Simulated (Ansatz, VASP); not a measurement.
**HCN in VASP and in Ansatz**

File POSCAR:

```
HCN
1.0
   -2.3160580000      2.3160580000      2.1599010000
    2.3160580000     -2.3160580000      2.1599010000
    2.3160580000      2.3160580000     -2.1599010000
N C H
1 1 1
Direct
    0.2719290000      0.2719290000      0.0000000000
    0.0036740000      0.0036740000      0.0000000000
    0.7520970000      0.7520970000      0.0000000000
```

INCAR.step1

```
SYSTEM = HCN
ALGO = Normal ; EDIFF = 1E-5
ENCUT = 520 ; GGA = PE
ISIF = 2 ; ISMEAR = -1
LASPH = .True. ; LCHARG = .False.
LREAL = .False. ; LWAVE = .True.
NBANDS = 12 ; NELM = 60
PREC = Accurate ; SIGMA = 0.05
```

INCAR.step2

```
SYSTEM = HCN
AEXX = 0.15 ; ALGO = Normal
EDIFF = 1E-6 ; ENCUT = 520
GGA = PE ; HFSCREEN = 0.2
ISIF = 2 ; ISMEAR = -1
ISTART = 1 ; LASPH = .True.
LCHARG = .False. ; LHFCALC = .True.
LREAL = .False. ; LWAVE = .False.
NBANDS = 12 ; NELM = 60
PREC = Accurate ; PRECFOCK = Normal
SIGMA = 0.05
```

The input KPOINTS:

```
k-points
0
Gamma
  4 4 4
  0 0 0
```

input.yaml

```yaml
crystal:
  lattice:
    - [-2.316058, 2.316058, 2.159901]
    - [2.316058, -2.316058, 2.159901]
    - [2.316058, 2.316058, -2.159901]
  atoms:
    - { symbol: "N", position: [0.271929, 0.271929, 0.0] }
    - { symbol: C, position: [0.003674, 0.003674, 0.0] }
    - { symbol: H, position: [0.752097, 0.752097, 0.0] }
hamiltonian:
  xc: { exchange: pbe, correlation: pbe, exx: { coeff: 0.15, omega: 0.2 } }
  pseudopotentials: { kind: paw }
kpoints:
  mp_grid: { grid: [4, 4, 4] }
scf:
  occupations: { method: fermi_dirac, width: 0.05 }
output:
  forces: true
  stress: true
  eigenvalues: true
  write_density: true
  write_potential: true
  elf: true
  volumetric_format: npy
```

Alike in both runs: task single point; functional PBE-based screened hybrid; k mesh 4 × 4 × 4; occupations fermi-dirac, width 0.05 eV; no spin polarisation.

|  | VASP | Ansatz |
| --- | --- | --- |
| version | VASP 6.6.1 | Ansatz 0.2.0 |
| potentials or method | VASP PAW PBE potentials, release 64 (N, C, H) | Ansatz PAW |
| plane-wave cutoff (eV) | 520 | 420 |
| valence electrons in the cell | 10 | 10 |

Ansatz gave:

- gap on the k mesh at the Fermi level (eV): 7.71
- least direct gap on the mesh (eV): 8.10
- pressure (GPa): -1.5
- traceless stress, the component that is largest in VASP (GPa): -3.52
- rms of the force components (eV/Å): 0.548

Question: Estimate VASP's values.

Answer: gap on the k mesh at the Fermi level (eV): 7.73; least direct gap on the mesh (eV): 8.10; pressure (GPa): -0.9; traceless stress, the component that is largest in VASP (GPa): -2.26; rms of the force components (eV/Å): 0.305.

VASP's potentials were made for PBE, not for PBE-based screened hybrid. Atom by atom the forces differ by 0.243 eV/Å (rms over components).

The k mesh is coarse, so the values compare programs but aren't converged. Noted on VASP's run: the standard files for N, O and F lose accuracy on very short bonds.
